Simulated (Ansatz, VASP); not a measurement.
## C: VASP beside Ansatz

```
C
1.0
     2.46729    0.00000    0.00000
    -1.23365    2.13674    0.00000
     0.00000    0.00000    7.80307
C
4
Cartesian
  0.0000 0.0000 1.9508
  0.0000 0.0000 5.8523
  0.0000 1.4245 1.9508
  1.2336 0.7122 5.8523
```

Alike in both runs: task single point; functional LDA; k mesh 9 × 9 × 4; occupations gaussian, width 0.1 eV; no spin polarisation.

|  | VASP | Ansatz |
| --- | --- | --- |
| version | VASP 6.6.1 | Ansatz 0.2.0 |
| potentials or method | VASP PAW LDA potentials, release 64 (C), cutoff 520 eV | scalar-relativistic, plane waves, PAW |
| valence electrons in the cell | 16 | 16 |

VASP gave:

- gap on the k mesh at the Fermi level (eV): none
- pressure (GPa): -6.1
- traceless stress, the component that is largest in VASP (GPa): 4.59

**Question.** Which values does Ansatz return?

**Answer.** gap on the k mesh at the Fermi level (eV): none; pressure (GPa): -6.8; traceless stress, the component that is largest in VASP (GPa): 5.36.

LDA's correlation is that of Perdew and Zunger in VASP and of Perdew and Wang (1992) in Ansatz. A gap of «none» marks a metal or a gap that the smearing closes.
